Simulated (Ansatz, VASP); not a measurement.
**Two plane-wave programs on Li3ZrN2**

```
CELL_PARAMETERS angstrom
4.84022 0.00000 0.00000
0.00000 4.84022 0.00000
0.00000 0.00000 3.28767
ATOMIC_POSITIONS crystal
Li 0.50000 0.00000 0.50000
Li 0.00000 0.50000 0.50000
Li 0.50000 0.50000 0.50000
Zr 0.00000 0.00000 0.50000
N 0.50000 0.00000 0.00000
N 0.00000 0.50000 0.00000
```

Alike in both runs: functional PBE; k mesh 3 × 3 × 3; occupations gaussian, width 0.15 eV; no spin polarisation.

Ansatz relaxed the structure, and its values are those at the end. VASP's run is a single point on that final structure, the one shown.

|  | VASP | Ansatz |
| --- | --- | --- |
| version | VASP 6.6.1 | Ansatz 0.2.0 |
| potentials or method | VASP PAW PBE potentials, release 64 (Li_sv, Zr_sv, N), cutoff 750 eV | scalar-relativistic, plane waves, PAW |
| valence electrons in the cell | 31 | 31 |

VASP gave:

| Quantity | Value |
| --- | --- |
| gap on the k mesh at the Fermi level (eV) | none |
| pressure (GPa) | 0.1 |

Q: Which values does Ansatz return?

A: gap on the k mesh at the Fermi level (eV): none; pressure (GPa): 0.0.

A gap of «none» marks a metal or a gap that the smearing closes. The functional is the same, so the differences come from potentials, cutoffs and numerics.

The k mesh is coarse, so the values compare programs but aren't converged.
